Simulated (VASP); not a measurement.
# LiPbF3 (Pm-3m) in VASP: single point with HSE06

Aim: the single point of LiPbF3 with HSE06.

Everything below comes from runs of VASP 6.6.1. Logs are shortened: lines on timing, memory, paths and dates and some standing lists are left out, and cuts for length are marked.

## (1) The cell of the first run

It takes space group Pm-3m (No. 221, cubic). The conventional cell has a = 3.931 Å, b = 3.931 Å, c = 3.931 Å, α = 90.00°, β = 90.00°, γ = 90.00°. Li (site symmetry m-3m) has 6 F at 1.97 Å within 2.6 Å. Pb (site symmetry m-3m) has 12 F at 2.78 Å and 8 Li at 3.40 Å within 3.7 Å. F (site symmetry 4/mmm) has 2 Li at 1.97 Å within 2.6 Å.

## (2) Single point, HSE06

Contents of POSCAR:

```
LiPbF3
1.0
    3.9305451309      0.0000000000      0.0000000000
    0.0000000000      3.9305451309      0.0000000000
    0.0000000000      0.0000000000      3.9305451309
Li Pb F
1 1 3
Direct
    0.0000000000      0.0000000000      0.0000000000
    0.5000000000      0.5000000000      0.5000000000
    0.5000000000      0.0000000000      0.0000000000
    0.0000000000      0.5000000000      0.0000000000
    0.0000000000      0.0000000000      0.5000000000
```

Contents of INCAR.step1:

```
PREC = Accurate ; ENCUT = 520
EDIFF = 1E-5 ; ISMEAR = 0
SIGMA = 0.02 ; LREAL = False
LASPH = True ; NELM = 100
ALGO = Normal ; ISIF = 2
LWAVE = True ; NBANDS = 27
GGA = PE
```

Contents of INCAR.step2:

```
PREC = Accurate ; ENCUT = 520
EDIFF = 1E-7 ; ISMEAR = 0
SIGMA = 0.02 ; LREAL = False
LASPH = True ; NELM = 100
ALGO = Normal ; ISIF = 2
LWAVE = False ; LCHARG = True
GGA = PE ; LHFCALC = True
HFSCREEN = 0.2079 ; PRECFOCK = Fast
LELF = True ; LVHAR = True
NBANDS = 27 ; ISTART = 1
```

Contents of KPOINTS:

```
regular mesh
0
Gamma
  4 4 4
```

Potentials or basis: VASP PAW PBE potentials, release 64 (Li_sv, Pb_d, F).

On the command line:

```
$ cat potpaw_PBE.64/Li_sv/POTCAR potpaw_PBE.64/Pb_d/POTCAR potpaw_PBE.64/F/POTCAR > POTCAR
$ cp INCAR.step1 INCAR
$ mpirun -np 1 vasp_std > vasp.out
$ cp INCAR.step2 INCAR
$ mpirun -np 1 vasp_std > vasp.out
```

OUTCAR:

```text
PREC = Accurate
   ENCUT = 520
   EDIFF = 1E-7
   ISMEAR = 0
   LREAL = False
   LASPH = True
   NELM = 100
   ISIF = 2
   GGA = PE
   LHFCALC = True
   HFSCREEN = 0.2079
   PRECFOCK = Fast
   ISTART = 1

 ion  position               nearest neighbor table
   1  0.000  0.000  0.000-   3 1.97   4 1.97   5 1.97   5 1.97   4 1.97   3 1.97
   2  0.500  0.500  0.500-   3 2.78   4 2.78   5 2.78   3 2.78   4 2.78   3 2.78   5 2.78   3 2.78
                             4 2.78   5 2.78   4 2.78   5 2.78
   3  0.500  0.000  0.000-   1 1.97   1 1.97   2 2.78   2 2.78   2 2.78   2 2.78
   4  0.000  0.500  0.000-   1 1.97   1 1.97   2 2.78   2 2.78   2 2.78   2 2.78
   5  0.000  0.000  0.500-   1 1.97   1 1.97   2 2.78   2 2.78   2 2.78   2 2.78

  LATTYP: Found a simple cubic cell.
 ALAT       =     3.9305451309

  Lattice vectors:

 A1 = (   3.9305451309,   0.0000000000,   0.0000000000)
 A2 = (   0.0000000000,   3.9305451309,   0.0000000000)
 A3 = (   0.0000000000,   0.0000000000,   3.9305451309)

Analysis of symmetry for initial positions (statically):
=====================================================================
 Subroutine PRICEL returns:
 Original cell was already a primitive cell.

 Routine SETGRP: Setting up the symmetry group for a
 simple cubic supercell.

 Subroutine GETGRP returns: Found 48 space group operations
 (whereof 48 operations were pure point group operations)
 out of a pool of 48 trial point group operations.

The static configuration has the point symmetry O_h .

Analysis of symmetry for dynamics (positions and initial velocities):
=====================================================================
 Subroutine PRICEL returns:
 Original cell was already a primitive cell.

 Routine SETGRP: Setting up the symmetry group for a
 simple cubic supercell.

 Subroutine GETGRP returns: Found 48 space group operations
 (whereof 48 operations were pure point group operations)
 out of a pool of 48 trial point group operations.

The dynamic configuration has the point symmetry O_h .

 Subroutine INISYM returns: Found 48 space group operations
 (whereof 48 operations are pure point group operations),
 and found     1 'primitive' translations

----------------------------------------------------------------------------------------

                                     Primitive cell

  volume of cell :      60.7237

  direct lattice vectors                    reciprocal lattice vectors
     3.930545131  0.000000000  0.000000000     0.254417636  0.000000000  0.000000000
     0.000000000  3.930545131  0.000000000     0.000000000  0.254417636  0.000000000
     0.000000000  0.000000000  3.930545131     0.000000000  0.000000000  0.254417636

  length of vectors
     3.930545131  3.930545131  3.930545131     0.254417636  0.254417636  0.254417636

  position of ions in fractional coordinates (direct lattice)
     0.000000000  0.000000000  0.000000000
     0.500000000  0.500000000  0.500000000
     0.500000000  0.000000000  0.000000000
     0.000000000  0.500000000  0.000000000
     0.000000000  0.000000000  0.500000000

  ion indices of the primitive-cell ions
   primitive index   ion index
                 1           1
                 2           2
                 3           3
                 4           4
                 5           5

----------------------------------------------------------------------------------------

 KPOINTS: regular mesh

Automatic generation of k-mesh.
 Grid dimensions read from file:
 generate k-points for:    4    4    4

 Generating k-lattice:

  Cartesian coordinates                     Fractional coordinates (reciprocal lattice)
     0.063604409  0.000000000  0.000000000     0.250000000  0.000000000  0.000000000
     0.000000000  0.063604409  0.000000000     0.000000000  0.250000000  0.000000000
     0.000000000  0.000000000  0.063604409     0.000000000  0.000000000  0.250000000

  Length of vectors
     0.063604409  0.063604409  0.063604409

  Shift w.r.t. Gamma in fractional coordinates (k-lattice)
     0.000000000  0.000000000  0.000000000

 Subroutine IBZKPT returns following result:
 ===========================================

 Found     10 irreducible k-points:

 Following reciprocal coordinates:
            Coordinates               Weight
  0.000000  0.000000  0.000000      1.000000
  0.250000  0.000000  0.000000      6.000000
  0.500000  0.000000  0.000000      3.000000
  0.250000  0.250000  0.000000     12.000000
  0.500000  0.250000  0.000000     12.000000
  0.500000  0.500000  0.000000      3.000000
  0.250000  0.250000  0.250000      8.000000
  0.500000  0.250000  0.250000     12.000000
  0.500000  0.500000  0.250000      6.000000
  0.500000  0.500000  0.500000      1.000000
   k-points           NKPTS =     10   k-points in BZ     NKDIM =     64   number of bands    NBANDS=     27
   number of dos      NEDOS =    301   number of ions     NIONS =      5
   total plane-waves  NPLWV =  27000
   dimension x,y,z NGX =    30 NGY =   30 NGZ =   30
   dimension x,y,z NGXF=    60 NGYF=   60 NGZF=   60
   ions per type =               1   1   3
   NGX,Y,Z   is equivalent  to a cutoff of  12.69, 12.69, 12.69 a.u.
   NGXF,Y,Z  is equivalent  to a cutoff of  25.38, 25.38, 25.38 a.u.
 SYSTEM =  unknown system
   PREC   = accura    normal or accurate (medium, high low for compatibility)
   ISTART =      1    job   : 0-new  1-cont  2-samecut
   ICHARG =      0    charge: 1-file 2-atom 10-const
   ISPIN  =      1    spin polarized calculation?
   LNONCOLLINEAR =      F non collinear calculations
   LSORBIT =      F    spin-orbit coupling
   LASPH  =      T    aspherical Exc in radial PAW
   ENCUT  =  520.0 eV  38.22 Ry    6.18 a.u.   7.31  7.31  7.31*2*pi/ulx,y,z
   NELM   =    100;   NELMIN=  2; NELMDL=  0     # of ELM steps
   EDIFF  = 0.1E-06   stopping-criterion for ELM
   LREAL  =      F    real-space projection
   EDIFFG = 0.1E-05   stopping-criterion for IOM
   NSW    =      0    number of steps for IOM
   IBRION =     -1    ionic relax: 0-MD 1-quasi-New 2-CG
   NFREE  =      0    steps in history (QN), initial steepest desc. (CG)
   ISIF   =      2    stress and relaxation
   ISYM   =      3    0-nonsym 1-usesym 2-fastsym
   POTIM  = 0.5000    time-step for ionic-motion
   TEBEG  =    0.0;   TEEND  =   0.0 temperature during run
   PSTRESS=    0.0 pullay stress
   NELECT =      38.0000    total number of electrons
   NUPDOWN=      -1.0000    fix difference up-down
   EMIN   =  10.00;   EMAX   =-10.00  energy-range for DOS
   EFERMI =   0.00;   METHOD = LEGACY
   ISMEAR =     0;   SIGMA  =   0.02  broadening in eV -4-tet -1-fermi 0-gaus
   EFERMI_NEDOS =   21; number of points for ismear=-14 and -15
   IALGO  =     38    algorithm
   IMIX   =      1    mixing-type and parameters
     AMIX     =   0.40;   BMIX     =  1.00
     AMIX_MAG =   1.60;   BMIX_MAG =  1.00
  volume/ion in A,a.u.               =      12.14        81.96
  Fermi-wavevector in a.u.,A,eV,Ry     =   1.400285  2.646156 26.678295  1.960799
  Thomas-Fermi vector in A             =   2.523261
   LORBIT       =      0    0 simple, 1 ext, 2 COOP (PROOUT), +10 PAW based schemes
   GGA     = PE    functional components
   LHFCALC =     T    Hartree Fock is set to
   PRECFOCK=fast      Normal, Fast or Accurate (Low or Medium for compatibility)
   ENCUT4O =  -1.0   cutoff for four orbital integrals eV
   NKREDX  =     1    reduce k-point grid by
   NKREDY  =     1    reduce k-point grid by
   NKREDZ  =     1    reduce k-point grid by
   AEXX    =    0.2500 exact exchange contribution
   HFSCREEN=    0.2079 screening length (either q_TF or 0.3 A-1)
   HFSCREENC=   0.2079 screening length for correlation (either q_TF or 0.3 A-1)
   ENCUTFOCK=  -1.0 apply spherical cutoff to Coloumb kernel
   IVDW    =     0    specifies the selected vdW correction
   LEPSILON=     F    determine dielectric tensor
   LRPA    =     F    only Hartree local field effects (RPA)
 non-spin polarized calculation
 Gauss-broadening in eV      SIGMA  =   0.02
  energy-cutoff  :      520.00
  volume of cell :       60.72
 maximum number of plane-waves:      1666
 NGX is ok and might be reduce to    30
  NGX = 16; NGY = 16; NGZ = 16

 number of electron      37.9999960 magnetization

 Free energy of the ion-electron system (eV)
  ---------------------------------------------------
  ext. energy  EPLUGINS =         0.00000000
  ---------------------------------------------------
  free energy    TOTEN  =       -28.92608310 eV

  energy without entropy =      -28.92608310  energy(sigma->0) =      -28.92608310

 E-fermi :   1.0574     XC(G=0):  -8.5233

 val. band max:        0.9396000332   @ k =   0.5000   0.0000   0.0000
 cond. band min:       6.2178957442   @ k =   0.5000   0.0000   0.0000
 fundamental gap:      5.2782957109
 Fermi energy:         1.0573584414

 k-point     1 :       0.0000    0.0000    0.0000
  band No.  band energies     occupation
      1     -42.6563      2.00000
      2     -21.7243      2.00000
      3     -20.9248      2.00000
      4     -20.9248      2.00000
      5     -14.6846      2.00000
      6     -14.6846      2.00000
[... 19 lines left out ...]
     26      19.4663      0.00000
     27      19.4663      0.00000

 k-point     2 :       0.2500    0.0000    0.0000
  band No.  band energies     occupation
      1     -42.6555      2.00000
      2     -21.6177      2.00000
      3     -21.0404      2.00000
      4     -20.9112      2.00000
      5     -14.7124      2.00000
      6     -14.6531      2.00000
[... 19 lines left out ...]
     26      19.0105      0.00000
     27      19.0105      0.00000

 k-point     3 :       0.5000    0.0000    0.0000
  band No.  band energies     occupation
      1     -42.6547      2.00000
      2     -21.4221      2.00000
      3     -21.2454      2.00000
      4     -20.8973      2.00000
      5     -14.7404      2.00000
      6     -14.6745      2.00000
[... 174 lines left out ...]
      1     -42.6523      2.00000
      2     -21.2059      2.00000
      3     -21.2059      2.00000
      4     -21.1937      2.00000
      5     -14.6524      2.00000
      6     -14.6336      2.00000
[... 19 lines left out ...]
     26      19.1609      0.00000
     27      20.3242      0.00000

 k-point    10 :       0.5000    0.5000    0.5000
  band No.  band energies     occupation
      1     -42.6516      2.00000
      2     -21.2099      2.00000
      3     -21.2099      2.00000
      4     -21.2099      2.00000
      5     -14.6052      2.00000
      6     -14.6052      2.00000
[... 19 lines left out ...]
     26      19.6738      0.00000
     27      23.7190      0.00000

------------------------ aborting loop because EDIFF is reached ----------------------------------------

  FORCE on cell =-STRESS in cart. coord.  units (eV):
  Direction    XX          YY          ZZ          XY          YZ          ZX
  --------------------------------------------------------------------------------------
  -------------------------------------------------------------------------------------
  Total       -0.9830276     -0.9830276     -0.9830276      0.0000000     -0.0000000      0.0000000
  in kB      -25.9368931    -25.9368931    -25.9368931      0.0000000     -0.0000000      0.0000000
  external PRESSURE =     -25.9368931 kB  Pullay stress =       0.0000000 kB

 VOLUME and BASIS-vectors are now :
 -----------------------------------------------------------------------------
  energy-cutoff  :      520.00
  volume of cell :       60.72
      direct lattice vectors                 reciprocal lattice vectors
     3.930545131  0.000000000  0.000000000     0.254417636  0.000000000  0.000000000
     0.000000000  3.930545131  0.000000000     0.000000000  0.254417636  0.000000000
     0.000000000  0.000000000  3.930545131     0.000000000  0.000000000  0.254417636

 POSITION                                       TOTAL-FORCE (eV/Angst)
 -----------------------------------------------------------------------------------
      0.00000      0.00000      0.00000         0.000000      0.000000      0.000000
      1.96527      1.96527      1.96527         0.000000      0.000000      0.000000
      1.96527      0.00000      0.00000         0.000000      0.000000      0.000000
      0.00000      1.96527      0.00000         0.000000      0.000000      0.000000
      0.00000      0.00000      1.96527         0.000000      0.000000      0.000000
 -----------------------------------------------------------------------------------
    total drift:                               -0.000000     -0.000001     -0.000001

  FREE ENERGIE OF THE ION-ELECTRON SYSTEM (eV)
  ---------------------------------------------------
  free  energy   TOTEN  =       -28.9260830966 eV

  energy  without entropy=      -28.9260830966  energy(sigma->0) =      -28.92608310
```

Run time: 9.6 min. Hardware: 1 thread of Intel Xeon Platinum 8375C at 2.90GHz (Ice Lake), shared host; peak memory 0.28 GiB.

Results:

- Free energy: -28.9261 eV
- Band gap on the k mesh: 5.28 eV

Caveat: the cutoff is under 1.25 times the usual one of these potentials, so pressure, stress and relaxed cells hold a basis-set (Pulay) error; the PAW data sets were made with another functional, which shifts forces and pressure a little; spin-orbit coupling is left out, which moves the levels of the heavy elements. A k mesh can miss the band edges.
